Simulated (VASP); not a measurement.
Write the native input for VASP 6.6.1 that does the following.

```yaml
Task: single point
Functional: LDA
Potentials_or_basis: VASP PAW LDA potentials, release 64 (Zr_sv, Zn)
Cutoff: 500 eV
k_mesh: 6 × 6 × 6
Occupations: fermi-dirac, width 0.05 eV
Spin: no spin polarisation
Dipole_correction: no
Further_INCAR_settings: ALGO = Normal; EDIFF = 1e-06; NBANDS = 19
```

The structure of ZrZn lies in POSCAR:

```
ZrZn
1.0
    3.3360000000      0.0000000000      0.0000000000
    0.0000000000      3.3360000000      0.0000000000
    0.0000000000      0.0000000000      3.3360000000
Zr Zn
1 1
Direct
    0.5000000000      0.5000000000      0.5000000000
    0.0000000000      0.0000000000      0.0000000000
```

These files were run (other wordings do the same):

INCAR

```
SYSTEM = ZrZn
PREC     = Accurate       ! precision mode
ENCUT    = 500            ! plane-wave cutoff, eV
EDIFF    = 1E-6           ! SCF threshold, eV
ISMEAR   = -1             ! smearing method
SIGMA    = 0.05           ! smearing width, eV
LREAL    = .FALSE.        ! projectors in reciprocal space
LASPH    = .TRUE.         ! aspherical terms in the spheres
NELM     = 120            ! most SCF steps
ALGO     = Normal         ! electronic algorithm
ISIF     = 2              ! what is computed and relaxed
LWAVE    = .FALSE.        ! write WAVECAR
LCHARG   = .TRUE.         ! write CHGCAR
GGA      = CA             ! functional
LELF     = .TRUE.         ! ELF
LVHAR    = .TRUE.       
NBANDS   = 19             ! bands
GGA_COMPAT= .FALSE.
```

KPOINTS

```
regular mesh
0
G
  6 6 6
  0 0 0
```

Potentials or basis: VASP PAW LDA potentials, release 64 (Zr_sv, Zn).

Command:

```console
$ cat potpaw_LDA.64/Zr_sv/POTCAR potpaw_LDA.64/Zn/POTCAR > POTCAR
$ mpirun -np 1 vasp_std > vasp.out
```

Results of the run:

| Item | Value |
| --- | --- |
| Pressure | -7.3 GPa |
| Band gap on the k mesh | zero (bands 12 and 13 overlap by 0.21 eV) |

Caveat: the cell stands under tension.

Run time: 6 s on 1 thread of Intel(R) Xeon(R) Platinum 8488C (Sapphire Rapids) (shared host), peak memory 0.13 GiB.
